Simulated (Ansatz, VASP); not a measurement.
# TaN: VASP beside Ansatz

The input INCAR:

```
SYSTEM = TaN
PREC = Accurate
ENCUT = 520
EDIFF = 1E-8
ISMEAR = -1
SIGMA = 0.03
LREAL = .FALSE.
LASPH = .TRUE.
NELM = 100
ALGO = Normal
ISIF = 2
LWAVE = .FALSE.
LCHARG = .FALSE.
GGA = CA
LEFG = .TRUE.
NBANDS = 33
```

The input KPOINTS:

```
Automatic mesh
0
G
  5 5 8
  0 0 0
```

Contents of POSCAR:

```
TaN
1.0
    5.2532307548      0.0000000000      0.0000000000
   -2.6266153774      4.5494312856      0.0000000000
    0.0000000000      0.0000000000      2.9462675463
Ta N
3 3
Direct
    0.0000000000      0.0000000000      0.0000000000
    0.3333333333      0.6666666667      0.5000000000
    0.6666666667      0.3333333333      0.5000000000
    0.5000000000      0.0000000000      0.0000000000
    0.5000000000      0.5000000000      0.0000000000
    0.0000000000      0.5000000000      0.0000000000
```

Input for Ansatz:

```yaml
crystal:
  lattice:
    - [5.2532307548, 0.0, 0.0]
    - [-2.6266153774, 4.5494312856, 0.0]
    - [0.0, 0.0, 2.9462675463]
  atoms:
    - { symbol: Ta, position: [0.0, 0.0, 0.0] }
    - { symbol: Ta, position: [0.3333333333, 0.6666666667, 0.5] }
    - { symbol: Ta, position: [0.6666666667, 0.3333333333, 0.5] }
    - { symbol: "N", position: [0.5, 0.0, 0.0] }
    - { symbol: "N", position: [0.5, 0.5, 0.0] }
    - { symbol: "N", position: [0.0, 0.5, 0.0] }
kpoints:
  mp_grid: { grid: [5, 5, 8] }
scf:
  occupations: { method: fermi_dirac, width: 0.03 }
hamiltonian:
  xc: lda
  pseudopotentials: { kind: all_electron, datasets: crystal }
output:
  forces: true
  stress: true
  eigenvalues: true
  efg: { contact_densities: true }
```

Change from the starting cell: volume scaled by 1.04, crystal datasets.

Alike in both runs: task electric field gradients; functional LDA; k mesh 5 × 5 × 8; occupations fermi-dirac, width 0.03 eV; no spin polarisation.

|  | VASP | Ansatz |
| --- | --- | --- |
| version | VASP 6.6.1 | Ansatz 0.2.0 |
| potentials or method | VASP PAW LDA potentials, release 64 (Ta_pv, N), cutoff 520 eV | all-electron PAW with datasets made for the crystal, scalar-relativistic |

```csv
,VASP,Ansatz,Ansatz less VASP
pressure (GPa),-14.7,-16.1,-1.39
"traceless stress, the component that is largest in VASP (GPa)",-4.13,-4.49,-0.362
size of Vzz on the site where it differs most (V/Å²),338.2,457.4,+119.26
```

LDA's correlation is that of Perdew and Zunger in VASP and of Perdew and Wang (1992) in Ansatz. Ansatz ran all-electron here, and VASP with PAW potentials.

Neither program's run includes spin-orbit coupling.
